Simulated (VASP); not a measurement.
A run of VASP 6.6.1 is set up as follows.

Contents of INCAR:

```
SYSTEM = ZnSnN2
ALGO     = Normal         ! electronic algorithm
EDIFF    = 1E-6           ! SCF threshold, eV
ENCUT    = 520            ! plane-wave cutoff, eV
GGA      = PE             ! functional
ISIF     = 2              ! what is computed and relaxed
ISMEAR   = -1             ! smearing method
LASPH    = .True.         ! aspherical terms in the spheres
LCHARG   = .False.        ! write CHGCAR
LREAL    = .False.        ! projectors in reciprocal space
LWAVE    = .False.        ! write WAVECAR
NBANDS   = 46             ! bands
NELM     = 60             ! most SCF steps
PREC     = Accurate       ! precision mode
SIGMA    = 0.02           ! smearing width, eV
```

KPOINTS

```
k-points
0
Gamma
  8 8 4
  0 0 0
```

File POSCAR:

```
ZnSnN2
1.0
    3.1931285231      0.0000000000      0.0000000000
    0.0000000000      3.1931285231      0.0000000000
    0.0000000000      0.0000000000      9.2245612661
Zn N Sn
2 4 2
Direct
    0.5000000000      0.0000000000      0.9008311536
    0.0000000000      0.5000000000      0.0991688464
    0.5000000000      0.0000000000      0.1337742793
    0.0000000000      0.5000000000      0.3975413261
    0.5000000000      0.0000000000      0.6024586739
    0.0000000000      0.5000000000      0.8662257207
    0.5000000000      0.0000000000      0.3594163863
    0.0000000000      0.5000000000      0.6405836137
```

Potentials or basis: VASP PAW PBE potentials, release 64 (Zn, N, Sn_d).

Run with:

```sh
$ cat potpaw_PBE.64/Zn/POTCAR potpaw_PBE.64/N/POTCAR potpaw_PBE.64/Sn_d/POTCAR > POTCAR
$ mpirun -np 1 vasp_std > vasp.out
```

Problem. Predict the largest force.

Solution. 0.016 eV/Å.

Problem. What does it give for the pressure?

Solution. 0.3 GPa.

Problem. Predict the band gap on the k mesh.

Solution. Zero (bands 36 and 37 overlap by 0.77 eV).

Forces on the atoms (eV/Å):
```
Zn   0.000  0.000 -0.014
Zn   0.000  0.000  0.014
N    0.000  0.000  0.016
N    0.000  0.000  0.000
N    0.000  0.000  0.000
N    0.000  0.000 -0.016
Sn   0.000  0.000  0.000
Sn   0.000  0.000  0.000
```

Caveat: spin-orbit coupling is left out, which moves the levels of the heavy elements.
